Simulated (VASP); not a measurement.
# TiSi2 (C2/c) in VASP: single point with PBEsol

Aim: the single point of TiSi2 with PBEsol.

All numbers are computed with VASP 6.6.1; they aren't measurements. Logs are shortened: lines on timing, memory, paths and dates and some standing lists are left out, and cuts for length are marked.

### Step 1. The cell of the first run

It takes space group C2/c (No. 15, monoclinic). The conventional cell has a = 8.182 Å, b = 4.762 Å, c = 5.898 Å, α = 90.00°, β = 133.92°, γ = 90.00°. Ti (site symmetry 2) has 10 Si at 2.51 to 2.77 Å and 4 Ti at 3.12 to 3.25 Å within 3.3 Å. Within 3.3 Å of Si (site symmetry 1) lie 9 Si at 2.39 to 3.22 Å and 5 Ti at 2.51 to 2.77 Å.

### Step 2. Single point, PBEsol (atoms displaced along a vibrational mode)

Input file INCAR:

```
SYSTEM = TiSi2
PREC     = Accurate       ! precision mode
ENCUT    = 520            ! plane-wave cutoff, eV
EDIFF    = 1E-6           ! SCF threshold, eV
ISMEAR   = 0              ! smearing method
SIGMA    = 0.15           ! smearing width, eV
LREAL    = .FALSE.        ! projectors in reciprocal space
LASPH    = .TRUE.         ! aspherical terms in the spheres
NELM     = 80             ! most SCF steps
ALGO     = Fast           ! electronic algorithm
ISIF     = 2              ! what is computed and relaxed
LWAVE    = .FALSE.        ! write WAVECAR
LCHARG   = .FALSE.        ! write CHGCAR
GGA      = PS             ! functional
NBANDS   = 29             ! bands
```

Input file KPOINTS:

```
Automatic mesh
0
G
  14 14 14
  0 0 0
```

Input file POSCAR:

```
TiSi2
1.0
    0.0000000000      4.0910612953      4.2480470636
    2.3808780418      0.0000000000      4.2480470636
    2.3808780418      4.0910612953      0.0000000000
Ti Si
2 4
Direct
    0.7310994099      0.7689005901      0.7689005901
    0.5189005901      0.4810994099      0.4810994099
    0.0808657886      0.4304293560      0.0914683362
    0.3972365192      0.0914683362      0.4304293560
    0.1691342114      0.8195706440      0.1585316638
    0.8527634808      0.1585316638      0.8195706440
```

Potentials or basis: VASP PAW PBE potentials, release 64 (Ti_sv, Si).

The run is started by

```console
> cat potpaw_PBE.64/Ti_sv/POTCAR potpaw_PBE.64/Si/POTCAR > POTCAR
> mpirun -np 1 vasp_std > vasp.out
```

OUTCAR:

```text
SYSTEM = TiSi2
   PREC = Accurate
   ENCUT = 520
   EDIFF = 1E-6
   ISMEAR = 0
   LREAL = .FALSE.
   LASPH = .TRUE.
   NELM = 80
   ISIF = 2
   GGA = PS

 ion  position               nearest neighbor table
   1  0.731  0.769  0.769-   6 2.51   5 2.51   6 2.57   5 2.57   3 2.70   4 2.70   4 2.75   3 2.75
                             4 2.77   3 2.77
   2  0.519  0.481  0.481-   3 2.51   4 2.51   3 2.57   4 2.57   5 2.70   6 2.70   6 2.75   5 2.75
                             5 2.77   6 2.77
   3  0.081  0.430  0.091-   5 2.39   2 2.51   2 2.57   5 2.65   4 2.68   1 2.70   1 2.75   1 2.77
                             4 2.77   4 2.77   6 3.14   6 3.14
   4  0.397  0.091  0.430-   6 2.39   2 2.51   2 2.57   6 2.65   3 2.68   1 2.70   1 2.75   1 2.77
                             3 2.77   3 2.77   5 3.14   5 3.14
   5  0.169  0.820  0.159-   3 2.39   1 2.51   1 2.57   3 2.65   6 2.68   2 2.70   2 2.75   2 2.77
                             6 2.77   6 2.77   4 3.14   4 3.14
   6  0.853  0.159  0.820-   4 2.39   1 2.51   1 2.57   4 2.65   5 2.68   2 2.70   2 2.75   2 2.77
                             5 2.77   5 2.77   3 3.14   3 3.14

  LATTYP: Found a face centered orthorhombic cell.
 ALAT       =     4.7617560836
 B/A-ratio  =     1.7182993935
 C/A-ratio  =     1.7842354749

  Lattice vectors:

 A1 = (   0.0000000000,   4.0910612953,   4.2480470636)
 A2 = (   2.3808780418,   0.0000000000,   4.2480470636)
 A3 = (   2.3808780418,   4.0910612953,   0.0000000000)

Analysis of symmetry for initial positions (statically):
=====================================================================
 Subroutine PRICEL returns:
 Original cell was already a primitive cell.

 Routine SETGRP: Setting up the symmetry group for a
 face centered orthorhombic supercell.

 Subroutine GETGRP returns: Found  4 space group operations
 (whereof  2 operations were pure point group operations)
 out of a pool of  8 trial point group operations.

The static configuration has the point symmetry C_2 .
 The point group associated with its full space group is C_2h.

Analysis of symmetry for dynamics (positions and initial velocities):
=====================================================================
 Subroutine PRICEL returns:
 Original cell was already a primitive cell.

 Routine SETGRP: Setting up the symmetry group for a
 face centered orthorhombic supercell.

 Subroutine GETGRP returns: Found  4 space group operations
 (whereof  2 operations were pure point group operations)
 out of a pool of  8 trial point group operations.

The dynamic configuration has the point symmetry C_2 .
 The point group associated with its full space group is C_2h.

 Subroutine INISYM returns: Found  4 space group operations
 (whereof  2 operations are pure point group operations),
 and found     1 'primitive' translations

----------------------------------------------------------------------------------------

                                     Primitive cell

  volume of cell :      82.7547

  direct lattice vectors                    reciprocal lattice vectors
     0.000000000  4.091061295  4.248047064    -0.210006557  0.122217675  0.117701144
     2.380878042  0.000000000  4.248047064     0.210006557 -0.122217675  0.117701144
     2.380878042  4.091061295  0.000000000     0.210006557  0.122217675 -0.117701144

  length of vectors
     5.897684832  4.869751955  4.733430339     0.269987913  0.269987913  0.269987913

  position of ions in fractional coordinates (direct lattice)
     0.731099410  0.768900590  0.768900590
     0.518900590  0.481099410  0.481099410
     0.080865789  0.430429356  0.091468336
     0.397236519  0.091468336  0.430429356
     0.169134211  0.819570644  0.158531664
     0.852763481  0.158531664  0.819570644

  ion indices of the primitive-cell ions
   primitive index   ion index
                 1           1
                 2           2
                 3           3
                 4           4
                 5           5
                 6           6

----------------------------------------------------------------------------------------

 KPOINTS: Automatic mesh

Automatic generation of k-mesh.
 Grid dimensions read from file:
 generate k-points for:   14   14   14

 Generating k-lattice:

  Cartesian coordinates                     Fractional coordinates (reciprocal lattice)
    -0.015000468  0.008729834  0.008407225     0.071428571  0.000000000  0.000000000
     0.015000468 -0.008729834  0.008407225     0.000000000  0.071428571  0.000000000
     0.015000468  0.008729834 -0.008407225    -0.000000000 -0.000000000  0.071428571

  Length of vectors
     0.019284851  0.019284851  0.019284851

  Shift w.r.t. Gamma in fractional coordinates (k-lattice)
     0.000000000  0.000000000  0.000000000

 Subroutine IBZKPT returns following result:
 ===========================================

 Found    744 irreducible k-points:

 Following reciprocal coordinates:
            Coordinates               Weight
  0.000000  0.000000  0.000000      1.000000
  0.071429  0.000000 -0.000000      4.000000
 -0.000000  0.000000  0.071429      4.000000
  0.142857  0.000000  0.000000      4.000000
  0.000000  0.000000  0.142857      4.000000
  0.214286 -0.000000  0.000000      4.000000
[... 16 lines left out ...]
  0.357143  0.071429  0.000000      4.000000
 -0.071429 -0.071429  0.285714      4.000000
 [... further k-points ...]
   k-points           NKPTS =    744   k-points in BZ     NKDIM =    744   number of bands    NBANDS=     29
   number of dos      NEDOS =    301   number of ions     NIONS =      6
   total plane-waves  NPLWV =  62208
   dimension x,y,z NGX =    48 NGY =   36 NGZ =   36
   dimension x,y,z NGXF=    96 NGYF=   72 NGZF=   72
   ions per type =               2   4
   NGX,Y,Z   is equivalent  to a cutoff of  13.53, 12.29, 12.64 a.u.
   NGXF,Y,Z  is equivalent  to a cutoff of  27.06, 24.58, 25.29 a.u.
 SYSTEM =  TiSi2
   PREC   = accura    normal or accurate (medium, high low for compatibility)
   ISTART =      0    job   : 0-new  1-cont  2-samecut
   ICHARG =      2    charge: 1-file 2-atom 10-const
   ISPIN  =      1    spin polarized calculation?
   LNONCOLLINEAR =      F non collinear calculations
   LSORBIT =      F    spin-orbit coupling
   LASPH  =      T    aspherical Exc in radial PAW
   ENCUT  =  520.0 eV  38.22 Ry    6.18 a.u.  10.97  9.05  8.80*2*pi/ulx,y,z
   NELM   =     80;   NELMIN=  2; NELMDL= -5     # of ELM steps
   EDIFF  = 0.1E-05   stopping-criterion for ELM
   LREAL  =      F    real-space projection
   EDIFFG = 0.1E-04   stopping-criterion for IOM
   NSW    =      0    number of steps for IOM
   IBRION =     -1    ionic relax: 0-MD 1-quasi-New 2-CG
   NFREE  =      0    steps in history (QN), initial steepest desc. (CG)
   ISIF   =      2    stress and relaxation
   ISYM   =      2    0-nonsym 1-usesym 2-fastsym
   POTIM  = 0.5000    time-step for ionic-motion
   TEBEG  =    0.0;   TEEND  =   0.0 temperature during run
   PSTRESS=    0.0 pullay stress
   NELECT =      40.0000    total number of electrons
   NUPDOWN=      -1.0000    fix difference up-down
   EMIN   =  10.00;   EMAX   =-10.00  energy-range for DOS
   EFERMI =   0.00;   METHOD = LEGACY
   ISMEAR =     0;   SIGMA  =   0.15  broadening in eV -4-tet -1-fermi 0-gaus
   EFERMI_NEDOS =   21; number of points for ismear=-14 and -15
   IALGO  =     68    algorithm
   IMIX   =      4    mixing-type and parameters
     AMIX     =   0.40;   BMIX     =  1.00
     AMIX_MAG =   1.60;   BMIX_MAG =  1.00
  volume/ion in A,a.u.               =      13.79        93.08
  Fermi-wavevector in a.u.,A,eV,Ry     =   1.284786  2.427893 22.458786  1.650674
  Thomas-Fermi vector in A             =   2.416959
   LORBIT       =      0    0 simple, 1 ext, 2 COOP (PROOUT), +10 PAW based schemes
   GGA     = PS    functional components
   LHFCALC =     F    Hartree Fock is set to
   AEXX    =    0.0000 exact exchange contribution
   IVDW    =     0    specifies the selected vdW correction
   LEPSILON=     F    determine dielectric tensor
   LRPA    =     F    only Hartree local field effects (RPA)
 non-spin polarized calculation
 RMM-DIIS sequential band-by-band and
 Gauss-broadening in eV      SIGMA  =   0.15
  energy-cutoff  :      520.00
  volume of cell :       82.75
 maximum number of plane-waves:      2264
 NGX is ok and might be reduce to    48
   NGX = 21   NGY = 19   NGZ = 17

 number of electron      39.9999996 magnetization

 Free energy of the ion-electron system (eV)
  ---------------------------------------------------
  ext. energy  EPLUGINS =         0.00000000
  ---------------------------------------------------
  free energy    TOTEN  =       -43.51697374 eV

  energy without entropy =      -43.49210993  energy(sigma->0) =      -43.50454183

 E-fermi :  10.2703     XC(G=0): -11.8816

 val. band max:       10.2694764057   @ k =   0.5000   0.4286   0.0714
 cond. band min:      10.2707184328   @ k =  -0.2857   0.2143   0.2857
 fundamental gap:      0.0012420271
 Fermi energy:        10.2703054789

 k-point     1 :       0.0000    0.0000    0.0000
  band No.  band energies     occupation
      1     -45.7140      2.00000
      2     -45.6822      2.00000
      3     -22.2194      2.00000
      4     -22.1896      2.00000
      5     -22.1144      2.00000
      6     -22.1016      2.00000
[... 21 lines left out ...]
     28      14.3076      0.00000
     29      14.9178      0.00000

 k-point     2 :       0.0714    0.0000   -0.0000
  band No.  band energies     occupation
      1     -45.7138      2.00000
      2     -45.6824      2.00000
      3     -22.2198      2.00000
      4     -22.1892      2.00000
      5     -22.1174      2.00000
      6     -22.1007      2.00000
[... 21 lines left out ...]
     28      14.1778      0.00000
     29      14.2118      0.00000

 k-point     3 :      -0.0000    0.0000    0.0714
  band No.  band energies     occupation
      1     -45.7137      2.00000
      2     -45.6825      2.00000
      3     -22.2181      2.00000
      4     -22.1902      2.00000
      5     -22.1155      2.00000
      6     -22.1011      2.00000
[... 638 lines left out ...]
      5     -22.1496      2.00000
      6     -22.0965      2.00000
[... 21 lines left out ...]
     28      14.4246      0.00000
     29      14.6515      0.00000

 k-point    24 :      -0.0714   -0.0714    0.2857
  band No.  band energies     occupation
      1     -45.7071      2.00000
      2     -45.6889      2.00000
      3     -22.2029      2.00000
      4     -22.1828      2.00000
      5     -22.1405      2.00000
      6     -22.0974      2.00000
[... 21 lines left out ...]
     28      14.6216      0.00000
     29      14.6909      0.00000

 [... further k-points ...]

------------------------ aborting loop because EDIFF is reached ----------------------------------------

  FORCE on cell =-STRESS in cart. coord.  units (eV):
  Direction    XX          YY          ZZ          XY          YZ          ZX
  --------------------------------------------------------------------------------------
  -------------------------------------------------------------------------------------
  Total        0.2036333      0.0056310      1.3895612      0.0000000      1.3377910      0.0000000
  in kB        3.9424572      0.1090195     26.9026970      0.0000000     25.9003952      0.0000000
  external PRESSURE =      10.3180579 kB  Pullay stress =       0.0000000 kB

 VOLUME and BASIS-vectors are now :
 -----------------------------------------------------------------------------
  energy-cutoff  :      520.00
  volume of cell :       82.75
      direct lattice vectors                 reciprocal lattice vectors
     0.000000000  4.091061295  4.248047064    -0.210006557  0.122217675  0.117701144
     2.380878042  0.000000000  4.248047064     0.210006557 -0.122217675  0.117701144
     2.380878042  4.091061295  0.000000000     0.210006557  0.122217675 -0.117701144

 POSITION                                       TOTAL-FORCE (eV/Angst)
 -----------------------------------------------------------------------------------
      3.66132      6.13659      6.37207        -1.082283      0.000000     -0.000000
      2.29088      4.09106      4.24805         1.082283     -0.000000      0.000000
      1.24257      0.70503      2.17201        -0.389633     -0.068270     -0.395436
      1.24257      3.38603      2.07604        -0.389633      0.068270      0.395436
      2.32874      1.34050      4.20006         0.389633      0.068270      0.395436
      2.32874      6.84162      4.29603         0.389633     -0.068270     -0.395436
 -----------------------------------------------------------------------------------
    total drift:                                0.000000     -0.000000     -0.000000

  FREE ENERGIE OF THE ION-ELECTRON SYSTEM (eV)
  ---------------------------------------------------
  free  energy   TOTEN  =       -43.5169737424 eV

  energy  without entropy=      -43.4921099274  energy(sigma->0) =      -43.50454183
```

Wall time 2.1 h (1 thread of Oxide Virtual Turin-like, shared host); peak memory 1.3 GiB.

What came out:

* Free energy: -43.5170 eV
* Pressure: 1.0 GPa
* Largest force: 1.082 eV/Å
* Band gap on the k mesh: zero (bands 20 and 21 overlap by 1.81 eV)

Forces in eV/Å, atoms in the order of the input:
```
Ti  -1.082  0.000  0.000
Ti   1.082  0.000  0.000
Si  -0.390 -0.068 -0.395
Si  -0.390  0.068  0.395
Si   0.390  0.068  0.395
Si   0.390 -0.068 -0.395
```

Stress tensor (GPa, compression positive):
```
0.39 0.00 0.00
0.00 0.01 2.59
0.00 2.59 2.69
```

Levels at points of the mesh, in eV from the Fermi level:
| k point | band 17 | band 18 | band 19 | band 20 | band 21 | band 22 | band 23 | band 24 |
| --- | --- | --- | --- | --- | --- | --- | --- | --- |
| (0.00, 0.00, 0.00) | -2.49 | -1.82 | -1.75 | -1.33 | -0.95 | 2.08 | 3.11 | 3.28 |
| (0.50, 0.00, 0.00) | -2.06 | -0.99 | -0.10 | 0.16 | 1.05 | 1.44 | 1.69 | 2.09 |
| (0.00, 0.00, 0.50) | -1.85 | -1.08 | -0.11 | 0.14 | 1.02 | 1.40 | 1.49 | 2.47 |
| (0.50, 0.50, 0.00) | -1.57 | -1.57 | -0.99 | -0.99 | 0.72 | 0.72 | 3.07 | 3.07 |
| (0.50, 0.00, 0.50) | -2.21 | -2.21 | -0.86 | -0.86 | 1.29 | 1.29 | 3.13 | 3.15 |
| (0.00, 0.50, 0.50) | -1.14 | -0.91 | -0.83 | -0.40 | 0.81 | 0.91 | 1.88 | 2.76 |

Caveat: the cell differs from its parent crystal (atoms displaced along a vibrational mode); the PAW data sets were made with another functional, which shifts forces and pressure a little.
